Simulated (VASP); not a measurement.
Input of a VASP 6.6.1 run:

Contents of INCAR:

```
PREC     = Accurate       # precision mode
ENCUT    = 550            # plane-wave cutoff, eV
EDIFF    = 1E-6           # SCF threshold, eV
ISMEAR   = 0              # smearing method
SIGMA    = 0.15           # smearing width, eV
LREAL    = F              # projectors in reciprocal space
LASPH    = T              # aspherical terms in the spheres
NELM     = 120            # most SCF steps
ALGO     = Normal         # electronic algorithm
ISIF     = 2              # what is computed and relaxed
LWAVE    = F              # write WAVECAR
LCHARG   = T              # write CHGCAR
GGA      = PE             # functional
LELF     = T              # ELF
LVHAR    = T            
NBANDS   = 16             # bands
GGA_COMPAT= F
```

KPOINTS

```
Automatic mesh
0
Gamma
  21 21 21
```

The input POSCAR:

```
Hg
1.0
    1.7300004553      0.9988162286      2.2340000000
   -1.7300004553      0.9988162286      2.2340000000
    0.0000000000     -1.9976324571      2.2340000000
Hg
1
Direct
    0.0000000000      0.0000000000      0.0000000000
```

Potentials or basis: VASP PAW PBE potentials, release 64 (Hg_sv_GW).

Run with:

```console
$ cat potpaw_PBE.64/Hg_sv_GW/POTCAR > POTCAR
$ mpirun -np 1 vasp_std > vasp.out
```

(1) Estimate the pressure.

(2) What does it give for the band gap on the k mesh?

## Answers

(1) 5.9 GPa.

(2) zero (bands 10 and 11 overlap by 3.20 eV).

Caveat: the cell stands under pressure; spin-orbit coupling is left out, which moves the levels of the heavy elements.
